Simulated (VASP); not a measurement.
# WC (P4/mmm) in VASP: notebook

Runs on WC. Level: PBE. Tasks: relaxation of cell and atoms.

All numbers are computed with VASP 6.6.1; they aren't measurements. Logs are shortened: lines on timing, memory, paths and dates and some standing lists are left out, and cuts for length are marked.

## (1) The cell of the first run

The structure is tetragonal, space group P4/mmm (No. 123). Conventional cell: a = 2.613 Å, b = 2.613 Å, c = 4.605 Å, α = 90.00°, β = 90.00°, γ = 90.00°. Within 3.4 Å of W (site symmetry 4/mmm) lie 4 W at 2.61 Å and 8 C at 2.95 Å. Within 3.4 Å of C (site symmetry 4/mmm) lie 4 C at 2.61 Å and 8 W at 2.95 Å.

The cell was built from a structure type or drawn by symmetry, and may not be a known phase.

## (2) Relaxation of cell and atoms, PBE

File INCAR:

```
SYSTEM = WC
PREC = Accurate ; ENCUT = 600
EDIFF = 1E-7 ; ISMEAR = 0
SIGMA = 0.2 ; LREAL = .False.
LASPH = .True. ; NELM = 120
ALGO = Normal ; ISIF = 3
LWAVE = .False. ; LCHARG = .False.
GGA = PE ; IBRION = 2
NSW = 36 ; EDIFFG = -0.08
GGA_COMPAT = .False. ; NELMIN = 4
```

File KPOINTS:

```
regular mesh
0
Gamma
  7 7 4
  0 0 0
```

File POSCAR:

```
WC
1.0
    2.6130008600      0.0000000000      0.0000000000
    0.0000000000      2.6130008600      0.0000000000
    0.0000000000      0.0000000000      4.6048676800
W C
1 1
Direct
    0.0000000000      0.0000000000      0.0000000000
    0.5000000000      0.5000000000      0.5000000000
```

Potentials or basis: VASP PAW PBE potentials, release 64 (W_sv, C).

Run with:

```sh
$ cat potpaw_PBE.64/W_sv/POTCAR potpaw_PBE.64/C/POTCAR > POTCAR
$ mpirun -np 1 vasp_std > vasp.out
```

OUTCAR:

```text
SYSTEM = WC
   PREC = Accurate
   ENCUT = 600
   EDIFF = 1E-7
   ISMEAR = 0
   LREAL = .False.
   LASPH = .True.
   NELM = 120
   ISIF = 3
   GGA = PE
   IBRION = 2
   NSW = 36
   EDIFFG = -0.08
   NELMIN = 4

 ion  position               nearest neighbor table
   1  0.000  0.000  0.000-
   2  0.500  0.500  0.500-

  LATTYP: Found a simple tetragonal cell.
 ALAT       =     2.6130008600
 C/A-ratio  =     1.7622909164

  Lattice vectors:

 A1 = (   2.6130008600,   0.0000000000,   0.0000000000)
 A2 = (   0.0000000000,   2.6130008600,   0.0000000000)
 A3 = (   0.0000000000,   0.0000000000,   4.6048676800)

Analysis of symmetry for initial positions (statically):
=====================================================================
 Subroutine PRICEL returns:
 Original cell was already a primitive cell.

 Routine SETGRP: Setting up the symmetry group for a
 simple tetragonal supercell.

 Subroutine GETGRP returns: Found 16 space group operations
 (whereof 16 operations were pure point group operations)
 out of a pool of 16 trial point group operations.

The static configuration has the point symmetry D_4h.

Analysis of symmetry for dynamics (positions and initial velocities):
=====================================================================
 Subroutine PRICEL returns:
 Original cell was already a primitive cell.

 Routine SETGRP: Setting up the symmetry group for a
 simple tetragonal supercell.

 Subroutine GETGRP returns: Found 16 space group operations
 (whereof 16 operations were pure point group operations)
 out of a pool of 16 trial point group operations.

The dynamic configuration has the point symmetry D_4h.

 Subroutine INISYM returns: Found 16 space group operations
 (whereof 16 operations are pure point group operations),
 and found     1 'primitive' translations

----------------------------------------------------------------------------------------

                                     Primitive cell

  volume of cell :      31.4410

  direct lattice vectors                    reciprocal lattice vectors
     2.613000860  0.000000000  0.000000000     0.382701749  0.000000000  0.000000000
     0.000000000  2.613000860  0.000000000     0.000000000  0.382701749  0.000000000
     0.000000000  0.000000000  4.604867680     0.000000000  0.000000000  0.217161506

  length of vectors
     2.613000860  2.613000860  4.604867680     0.382701749  0.382701749  0.217161506

  position of ions in fractional coordinates (direct lattice)
     0.000000000  0.000000000  0.000000000
     0.500000000  0.500000000  0.500000000

  ion indices of the primitive-cell ions
   primitive index   ion index
                 1           1
                 2           2
[... 81 lines left out ...]
   TEBEG  =    0.0;   TEEND  =   0.0 temperature during run
   PSTRESS=    0.0 pullay stress
   NELECT =      18.0000    total number of electrons
   NUPDOWN=      -1.0000    fix difference up-down
   EMIN   =  10.00;   EMAX   =-10.00  energy-range for DOS
   EFERMI =   0.00;   METHOD = LEGACY
   ISMEAR =     0;   SIGMA  =   0.20  broadening in eV -4-tet -1-fermi 0-gaus
   EFERMI_NEDOS =   21; number of points for ismear=-14 and -15
   IALGO  =     38    algorithm
   IMIX   =      4    mixing-type and parameters
     AMIX     =   0.40;   BMIX     =  1.00
     AMIX_MAG =   1.60;   BMIX_MAG =  1.00
  volume/ion in A,a.u.               =      15.72       106.09
  Fermi-wavevector in a.u.,A,eV,Ry     =   1.359357  2.568813 25.141551  1.847852
  Thomas-Fermi vector in A             =   2.486112
   LORBIT       =      0    0 simple, 1 ext, 2 COOP (PROOUT), +10 PAW based schemes
   GGA     = PE    functional components
   LHFCALC =     F    Hartree Fock is set to
   AEXX    =    0.0000 exact exchange contribution
   IVDW    =     0    specifies the selected vdW correction
   LEPSILON=     F    determine dielectric tensor
   LRPA    =     F    only Hartree local field effects (RPA)
 conjugate gradient relaxation of ions
 non-spin polarized calculation
 Gauss-broadening in eV      SIGMA  =   0.20
  energy-cutoff  :      600.00
  volume of cell :       31.44
 maximum number of plane-waves:      1074
 NGX is ok and might be reduce to    24
   NGX = 11   NGY = 11   NGZ = 19

--------------------------------------- Ionic step        1  -------------------------------------------

 number of electron      17.9999998 magnetization

 Free energy of the ion-electron system (eV)
  ---------------------------------------------------
  ext. energy  EPLUGINS =         0.00000000
  ---------------------------------------------------
  free energy    TOTEN  =       -15.62154095 eV

  energy without entropy =      -15.57427987  energy(sigma->0) =      -15.59791041

 E-fermi :   6.5899     XC(G=0): -11.6020

 val. band max:        6.5745297293   @ k =   0.2857   0.1429   0.5000
 cond. band min:       6.5905277723   @ k =   0.2857   0.2857   0.2500
 fundamental gap:      0.0159980429
 Fermi energy:         6.5898810414

 k-point     1 :       0.0000    0.0000    0.0000
  band No.  band energies     occupation
      1     -68.1036      2.00000
      2     -32.4330      2.00000
      3     -31.5491      2.00000
      4     -31.5491      2.00000
      5      -5.4807      2.00000
      6       0.7146      2.00000
      7       2.2717      2.00000
      8       3.1538      2.00000
      9       7.6899      0.00000
     10       8.9715      0.00000
     11       8.9715      0.00000
     12       9.1804      0.00000
     13       9.1804      0.00000
[... 469 lines left out ...]
  FREE ENERGIE OF THE ION-ELECTRON SYSTEM (eV)
  ---------------------------------------------------
  free  energy   TOTEN  =       -16.8061318526 eV

  energy  without entropy=      -16.7704729071  energy(sigma->0) =      -16.78830238

[... ionic steps 4 to 12 ...]

--------------------------------------- Ionic step       13  -------------------------------------------

 number of electron      17.9999999 magnetization

------------------------ aborting loop because EDIFF is reached ----------------------------------------
[... 67 lines left out ...]
--------------------------------------- Ionic step       15  -------------------------------------------

 number of electron      17.9999999 magnetization

 Free energy of the ion-electron system (eV)
  ---------------------------------------------------
  ext. energy  EPLUGINS =         0.00000000
  ---------------------------------------------------
  free energy    TOTEN  =       -20.53573859 eV

  energy without entropy =      -20.51612430  energy(sigma->0) =      -20.52593145

 E-fermi :  12.0252     XC(G=0): -13.9760

 val. band max:       11.9322630903   @ k =   0.2857   0.2857   0.2500
 cond. band min:      12.1184093408   @ k =   0.0000   0.0000   0.0000
 fundamental gap:      0.1861462506
 Fermi energy:        12.0252422332

 k-point     1 :       0.0000    0.0000    0.0000
  band No.  band energies     occupation
      1     -62.6262      2.00000
      2     -26.4668      2.00000
      3     -26.4668      2.00000
      4     -26.3742      2.00000
      5      -3.1214      2.00000
      6       7.0555      2.00000
      7       7.1773      2.00000
      8      12.1184      0.51003
      9      12.2479      0.11535
     10      12.2479      0.11535
     11      15.0204      0.00000
     12      15.0405      0.00000
     13      15.0405      0.00000
[... 397 lines left out ...]
  FREE ENERGIE OF THE ION-ELECTRON SYSTEM (eV)
  ---------------------------------------------------
  free  energy   TOTEN  =       -20.5357385922 eV

  energy  without entropy=      -20.5161243026  energy(sigma->0) =      -20.52593145

 reached required accuracy - stopping structural energy minimisation
```

CONTCAR:

```text
WC
   1.00000000000000
     2.7301921399318427   -0.0000000000000000   -0.0000000000000000
    -0.0000000000000000    2.7301921399318427    0.0000000000000000
    -0.0000000000000000    0.0000000000000000    2.7433553091710543
  W               C
     1     1
Direct
     0.0000000000000000    0.0000000000000000    0.0000000000000000
     0.5000000000000000    0.5000000000000000    0.5000000000000000

  0.00000000E+00  0.00000000E+00  0.00000000E+00
  0.00000000E+00  0.00000000E+00  0.00000000E+00
```

Run time: 2.8 min. Hardware: 1 thread of Intel Xeon Platinum 8488C (Sapphire Rapids), shared host; peak memory 0.18 GiB.

What came out:

```yaml
Free_energy: -20.5357 eV
Relaxed_volume: 10.22 Å³/atom
Relaxed_cell: a = 2.730 Å, b = 2.730 Å, c = 2.743 Å, α = 90.00°, β = 90.00°, γ = 90.00°
Space_group_after_relaxing_to_0.1_Å: Pm-3m (No. 221)
Energy_gained_by_relaxing: 2457.1 meV/atom
Ionic_steps: 15
Pressure_after_relaxing: 0.0 GPa
Band_gap_on_the_k_mesh: zero (bands 9 and 10 overlap by 4.29 eV)
```

The path:
```
step  energy change (eV)  largest force (eV/Å)  pressure (GPa)  volume (Å³)
   1              0.0000                0.0000          -23.31        31.44
   2             -1.1867                0.0000           22.89        22.03
   3             -1.1846                0.0000           20.67        22.22
   4             -1.9607                0.0000           32.11        20.48
   5             -2.8883                0.0000          170.45        15.65
   6             -3.0235                0.0000           58.60        18.55
   7             -3.4973                0.0000           98.50        17.12
   8             -4.0050                0.0000           93.77        17.13
   9             -4.0697                0.0000           94.77        17.11
  10             -4.4687                0.0000           63.45        17.92
  11             -4.8972                0.0000            9.94        19.92
  12             -4.9122                0.0000            1.65        20.36
  13             -4.9126                0.0000            0.18        20.44
  14             -4.9134                0.0000            0.13        20.44
  15             -4.9142                0.0000            0.00        20.45
```

Final structure:
```yaml
crystal:
  lattice:
    - [2.73019, 0.00000, 0.00000]
    - [0.00000, 2.73019, 0.00000]
    - [0.00000, 0.00000, 2.74336]
  atoms:
    - { symbol: W, position: [0.00000, 0.00000, 0.00000] }
    - { symbol: C, position: [0.50000, 0.50000, 0.50000] }
```

Levels at points of the mesh, in eV from the Fermi level:
| k point | band 6 | band 7 | band 8 | band 9 | band 10 | band 11 | band 12 | band 13 |
| --- | --- | --- | --- | --- | --- | --- | --- | --- |
| (0.00, 0.00, 0.00) | -4.97 | -4.85 | 0.09 | 0.22 | 0.22 | 3.00 | 3.02 | 3.02 |
| (0.00, 0.00, 0.50) | -9.28 | -3.90 | -3.12 | -3.12 | 3.48 | 4.58 | 7.06 | 7.06 |

Caveat: the volume moved by over 15 % at a fixed basis, so the end points are rough; spin-orbit coupling is left out, which moves the levels of the heavy elements.

## (3) Relaxation of cell and atoms, PBE

This run uses another cell than the first one, of 18.06 Å³/atom.

File INCAR:

```
  ALGO = Normal
  EDIFF = 1E-7
  EDIFFG = -0.08
  ENCUT = 600
  GGA = PE
  GGA_COMPAT = F
  IBRION = 2
  ISIF = 3
  ISMEAR = 0
  LASPH = T
  LCHARG = F
  LREAL = F
  LWAVE = F
  NELM = 120
  NELMIN = 4
  NSW = 36
  PREC = Accurate
  SIGMA = 0.2
```

File KPOINTS:

```
k-points
0
Gamma
  6 6 5
```

File POSCAR:

```
WC
1.0
    3.1244160700      0.0000000000      0.0000000000
    0.0000000000      3.1244160700      0.0000000000
    0.0000000000      0.0000000000      3.7004241900
W C
1 1
Direct
    0.0000000000      0.0000000000      0.0000000000
    0.5000000000      0.5000000000      0.0000000000
```

Potentials or basis: VASP PAW PBE potentials, release 64 (W_sv, C).

Run with:

```sh
$ cat potpaw_PBE.64/W_sv/POTCAR potpaw_PBE.64/C/POTCAR > POTCAR
$ mpirun -np 1 vasp_std > vasp.out
```

OUTCAR:

```text
EDIFF = 1E-7
   EDIFFG = -0.08
   ENCUT = 600
   GGA = PE
   IBRION = 2
   ISIF = 3
   ISMEAR = 0
   LASPH = T
   LREAL = F
   NELM = 120
   NELMIN = 4
   NSW = 36
   PREC = Accurate

 ion  position               nearest neighbor table
   1  0.000  0.000  0.000-   2 2.21   2 2.21   2 2.21   2 2.21
   2  0.500  0.500  0.000-   1 2.21   1 2.21   1 2.21   1 2.21

  LATTYP: Found a simple tetragonal cell.
 ALAT       =     3.1244160700
 C/A-ratio  =     1.1843570469

  Lattice vectors:

 A1 = (   3.1244160700,   0.0000000000,   0.0000000000)
 A2 = (   0.0000000000,   3.1244160700,   0.0000000000)
 A3 = (   0.0000000000,   0.0000000000,   3.7004241900)

Analysis of symmetry for initial positions (statically):
=====================================================================
 Subroutine PRICEL returns:
 Original cell was already a primitive cell.

 Routine SETGRP: Setting up the symmetry group for a
 simple tetragonal supercell.

 Subroutine GETGRP returns: Found 16 space group operations
 (whereof 16 operations were pure point group operations)
 out of a pool of 16 trial point group operations.

The static configuration has the point symmetry D_4h.

Analysis of symmetry for dynamics (positions and initial velocities):
=====================================================================
 Subroutine PRICEL returns:
 Original cell was already a primitive cell.

 Routine SETGRP: Setting up the symmetry group for a
 simple tetragonal supercell.

 Subroutine GETGRP returns: Found 16 space group operations
 (whereof 16 operations were pure point group operations)
 out of a pool of 16 trial point group operations.

The dynamic configuration has the point symmetry D_4h.

 Subroutine INISYM returns: Found 16 space group operations
 (whereof 16 operations are pure point group operations),
 and found     1 'primitive' translations

----------------------------------------------------------------------------------------

                                     Primitive cell

  volume of cell :      36.1235

[... 141 lines left out ...]

  FORCE on cell =-STRESS in cart. coord.  units (eV):
  Direction    XX          YY          ZZ          XY          YZ          ZX
  --------------------------------------------------------------------------------------
  -------------------------------------------------------------------------------------
  Total       -9.0165571     -9.0165571     -3.4083287      0.0000000      0.0000000      0.0000000
  in kB     -399.9098337   -399.9098337   -151.1690262      0.0000000      0.0000000      0.0000000
  external PRESSURE =    -316.9962312 kB  Pullay stress =       0.0000000 kB
[... 89 lines left out ...]
  FREE ENERGIE OF THE ION-ELECTRON SYSTEM (eV)
  ---------------------------------------------------
  free  energy   TOTEN  =       -20.3198854876 eV

  energy  without entropy=      -20.2807688996  energy(sigma->0) =      -20.30032719

 E-fermi :  10.4180     XC(G=0): -13.3054

 val. band max:       10.4136225389   @ k =   0.3333   0.1667   0.0000
 cond. band min:      10.4499900605   @ k =   0.5000   0.5000   0.2000
 fundamental gap:      0.0363675217
 Fermi energy:        10.4179570493

 k-point     1 :       0.0000    0.0000    0.0000
  band No.  band energies     occupation
      1     -63.6624      2.00000
      2     -27.8685      2.00000
      3     -27.8685      2.00000
      4     -27.0615      2.00000
      5      -4.0948      2.00000
      6       5.5241      2.00000
      7       5.9361      2.00000
      8       9.7237      2.00000
      9       9.7237      2.00000
     10      11.6452      0.00000
     11      12.4171      0.00000
     12      14.2474      0.00000
     13      14.2474      0.00000
[... 356 lines left out ...]
      2     -28.3403      2.00000
      3     -28.2685      2.00000
      4     -27.6566      2.00000
      5       1.3376      2.00000
      6       3.1985      2.00000
      7       3.7689      2.00000
      8       5.3349      2.00000
      9      10.4817      0.65219
     10      12.7357      0.00000
     11      13.9435      0.00000
     12      14.2562      0.00000
     13      19.6472      0.00000

 [... further k-points ...]

[... ionic steps 4 to 10 ...]

--------------------------------------- Ionic step       11  -------------------------------------------

 number of electron      17.9999999 magnetization

------------------------ aborting loop because EDIFF is reached ----------------------------------------
[... 67 lines left out ...]
--------------------------------------- Ionic step       13  -------------------------------------------

 number of electron      18.0000000 magnetization

 Free energy of the ion-electron system (eV)
  ---------------------------------------------------
  ext. energy  EPLUGINS =         0.00000000
  ---------------------------------------------------
  free energy    TOTEN  =       -20.79133053 eV

  energy without entropy =      -20.77195819  energy(sigma->0) =      -20.78164436

 E-fermi :   8.2452     XC(G=0): -12.3518

 val. band max:        8.2274578839   @ k =   0.5000   0.3333   0.2000
 cond. band min:       8.3185337691   @ k =   0.5000   0.5000   0.2000
 fundamental gap:      0.0910758852
 Fermi energy:         8.2451892748

 k-point     1 :       0.0000    0.0000    0.0000
  band No.  band energies     occupation
      1     -66.0653      2.00000
      2     -30.1719      2.00000
      3     -30.1719      2.00000
      4     -29.9676      2.00000
      5      -5.3784      2.00000
      6       4.3128      2.00000
      7       4.3516      2.00000
      8       8.0718      1.77981
      9       8.0718      1.77981
     10       8.5575      0.02721
     11       9.6547      0.00000
     12      10.6888      0.00000
     13      10.6888      0.00000
[... 397 lines left out ...]
  FREE ENERGIE OF THE ION-ELECTRON SYSTEM (eV)
  ---------------------------------------------------
  free  energy   TOTEN  =       -20.7913305263 eV

  energy  without entropy=      -20.7719581932  energy(sigma->0) =      -20.78164436

 reached required accuracy - stopping structural energy minimisation
```

OSZICAR:

```text
N       E                     dE             d eps       ncg     rms          rms(c)
DAV:   1     0.116558459506E+03    0.11656E+03   -0.10507E+04   780   0.156E+03
DAV:   2    -0.178290252490E+02   -0.13439E+03   -0.13017E+03   890   0.365E+02
DAV:   3    -0.234692492917E+02   -0.56402E+01   -0.53934E+01  1024   0.671E+01
DAV:   4    -0.235702855585E+02   -0.10104E+00   -0.10093E+00   840   0.929E+00
[... 146 lines left out ...]
DAV:   6    -0.207913300719E+02    0.79534E-04   -0.27670E-04   895   0.151E-01    0.181E-02
DAV:   7    -0.207913305756E+02   -0.50365E-06   -0.13095E-05   850   0.364E-02    0.374E-03
DAV:   8    -0.207913307170E+02   -0.14139E-06   -0.33096E-07   880   0.584E-03    0.103E-03
DAV:   9    -0.207913305503E+02    0.16665E-06   -0.21568E-08   420   0.152E-03    0.394E-04
DAV:  10    -0.207913305263E+02    0.24013E-07   -0.14801E-09   390   0.486E-04
  13 F= -.20791331E+02 E0= -.20781644E+02  d E =-.435078E-02
```

CONTCAR:

```text
WC
   1.00000000000000
     2.9450427235536889    0.0000000000000000    0.0000000000000000
     0.0000000000000000    2.9450427235536889    0.0000000000000000
     0.0000000000000000    0.0000000000000000    2.9992719842989488
  W               C
     1     1
Direct
     0.0000000000000000    0.0000000000000000    0.0000000000000000
     0.5000000000000000    0.5000000000000000    0.0000000000000000

  0.00000000E+00  0.00000000E+00  0.00000000E+00
  0.00000000E+00  0.00000000E+00  0.00000000E+00
```

Run time: 2.8 min. Hardware: 1 thread of Intel Xeon Platinum 8488C (Sapphire Rapids), shared host; peak memory 0.19 GiB.

What came out:

- Free energy: -20.7913 eV
- Relaxed volume: 13.01 Å³/atom
- Relaxed cell: a = 2.945 Å, b = 2.945 Å, c = 2.999 Å, α = 90.00°, β = 90.00°, γ = 90.00°
- Space group after relaxing (to 0.1 Å): P4/mmm (No. 123)
- Pressure after relaxing: 0.1 GPa
- Band gap on the k mesh: zero (bands 9 and 10 overlap by 2.73 eV)

Final structure:
```
W C
1.0
     2.94504    0.00000    0.00000
     0.00000    2.94504    0.00000
     0.00000    0.00000    2.99927
W C
1 1
Direct
  0.00000 0.00000 0.00000
  0.50000 0.50000 0.00000
```

Levels at points of the mesh, in eV from the Fermi level:
```
           k point  band 7  band 8  band 9  band 10  band 11  band 12
(0.00, 0.00, 0.00)   -3.89   -0.17   -0.17     0.31     1.41     2.44
(0.50, 0.00, 0.00)   -5.38   -2.94   -2.42     2.80     3.49     5.97
(0.50, 0.50, 0.00)   -2.93   -2.12    0.37     0.37     1.36     4.27
```

Caveat: the volume moved by over 15 % at a fixed basis, so the end points are rough; spin-orbit coupling is left out, which moves the levels of the heavy elements.

[end of part 1 of 2]
